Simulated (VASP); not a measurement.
Here is a VASP 6.6.1 calculation.

The input INCAR:

```
SYSTEM = Ag
  PREC = Accurate
  ENCUT = 520
  EDIFF = 1E-6
  ISMEAR = -1
  SIGMA = 0.1
  LREAL = .False.
  LASPH = .True.
  NELM = 80
  ALGO = Normal
  ISIF = 2
  LWAVE = .False.
  LCHARG = .False.
  NBANDS = 12
```

Contents of KPOINTS:

```
regular mesh
0
Gamma
  17 17 17
  0 0 0
```

The input POSCAR:

```
Ag
1.0
   -1.5071682093      1.5071682093      1.5071682093
    1.5071682093     -1.5071682093      1.5071682093
    1.5071682093      1.5071682093     -1.5071682093
Ag
1
Direct
    0.0000000000      0.0000000000      0.0000000000
```

Potentials or basis: VASP PAW LDA potentials, release 64 (Ag).

Run with:

```bash
$ cat potpaw_LDA.64/Ag/POTCAR > POTCAR
$ mpirun -np 1 vasp_std > vasp.out
```

Task: Predict the pressure.

Result: 34.9 GPa.

Task: What does it give for the band gap on the k mesh?

Result: Zero (an odd number of electrons rules out a gap without spin polarisation).

Caveat: the cell stands under pressure.
